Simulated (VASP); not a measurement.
## AlP5: relaxation of cell and atoms with PBE

AlP5:

```
Al P
1.0
     0.00000    3.87533    3.87533
     3.87533    0.00000    3.87533
     3.87533    3.87533    0.00000
Al P
1 5
Cartesian
  0.0000 0.0000 0.0000
  4.8442 4.8442 2.9065
  4.8442 2.9065 4.8442
  2.9065 4.8442 4.8442
  2.9065 2.9065 2.9065
  5.8130 5.8130 5.8130
```

```yaml
Program: VASP 6.6.1
Task: relaxation of cell and atoms
Functional: PBE
Potentials_or_basis: VASP PAW PBE potentials, release 64 (Al, P)
Cutoff: 600 eV
k_mesh: 4 × 4 × 4
Occupations: gaussian, width 0.1 eV
Spin: no spin polarisation
Dipole_correction: no
Further_INCAR_settings: ALGO = Normal; EDIFF = 1e-06; IBRION = 2; EDIFFG = -0.04; NSW = 90; ISIF = 3
```

```yaml
Relaxed_volume: 15.12 Å³/atom
Relaxed_cell: a = 5.044 Å, b = 5.044 Å, c = 5.044 Å, α = 60.00°, β = 60.00°, γ = 60.00°
Space_group_after_relaxing_to_0.05_Å: F-43m (No. 216)
Energy_gained_by_relaxing: 217.7 meV/atom
Ionic_steps: 3
Pressure_after_relaxing: -0.1 GPa
Band_gap_on_the_k_mesh: zero (band 14 reaches 9.10 eV, above the bottom of band 15 at 6.82 eV)
```

Step by step:
```
step  energy change (eV)  largest force (eV/Å)  pressure (GPa)  volume (Å³)
   1              0.0000                0.0621          -13.10       116.40
   2             -1.3032                0.0140           -0.93        91.67
   3             -1.3062                0.0168           -0.07        90.74
```

Final structure:
```xyz
6
Lattice="0.0000 3.5666 3.5666 3.5666 0.0000 3.5666 3.5666 3.5666 0.0000" Properties=species:S:1:pos:R:3 pbc="T T T"
Al    0.0000    0.0000    0.0000
P     4.4566    4.4566    2.6766
P     4.4566    2.6766    4.4566
P     2.6766    4.4566    4.4566
P     2.6766    2.6766    2.6766
P     5.3500    5.3500    5.3500
```

Levels at points of the mesh, in eV from the Fermi level:
| k point | band 10 | band 11 | band 12 | band 13 | band 14 | band 15 | band 16 | band 17 | band 18 |
| --- | --- | --- | --- | --- | --- | --- | --- | --- | --- |
| (0.00, 0.00, 0.00) | -3.80 | -3.80 | -2.32 | -2.32 | -2.32 | -2.31 | 4.28 | 4.28 | 4.28 |
| (0.50, 0.00, 0.00) | -2.24 | -2.24 | -2.03 | -1.74 | -1.74 | 0.81 | 1.41 | 2.03 | 2.03 |
| (0.50, 0.50, 0.00) | -2.03 | -1.66 | -1.66 | -1.28 | -1.25 | -0.19 | 0.14 | 1.37 | 1.37 |

Run time: 65 s on 1 thread of Intel Xeon 6975P-C, on a shared host, peak memory 0.32 GiB.

Caveat: the volume moved by over 15 % at a fixed basis, so the end points are rough.
